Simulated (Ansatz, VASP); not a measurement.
Ru: VASP beside Ansatz

```
Ru
1.0
     2.62463    0.00000    0.00000
    -1.31231    2.27299    0.00000
     0.00000    0.00000    4.15344
Ru
2
Direct
  0.33333 0.66667 0.25000
  0.66667 0.33333 0.75000
```

Change from the starting cell: strain -0.030 along x and y, -0.030 along z, atoms carried along.

Alike in both runs: task single point; functional LDA; k mesh 21 × 21 × 12; occupations gaussian, width 0.15 eV; no spin polarisation.

|  | VASP | Ansatz |
| --- | --- | --- |
| version | VASP 6.6.1 | Ansatz 0.2.0 |
| potentials or method | VASP PAW LDA potentials, release 64 (Ru_pv), cutoff 520 eV | scalar-relativistic, plane waves, PAW |
| valence electrons in the cell | 28 | 32 |

Ansatz gave:

* gap on the k mesh at the Fermi level (eV): none
* pressure (GPa): 22.9
* traceless stress, the component that is largest in VASP (GPa): -0.09

Question: Estimate VASP's values.

Answer: gap on the k mesh at the Fermi level (eV): none; pressure (GPa): 24.3; traceless stress, the component that is largest in VASP (GPa): 0.02.

LDA's correlation is that of Perdew and Zunger in VASP and of Perdew and Wang (1992) in Ansatz. A gap of «none» marks a metal or a gap that the smearing closes. VASP's potentials hold 28 valence electrons a cell and Ansatz's 32, so a difference there can come from the potentials and not from the codes.
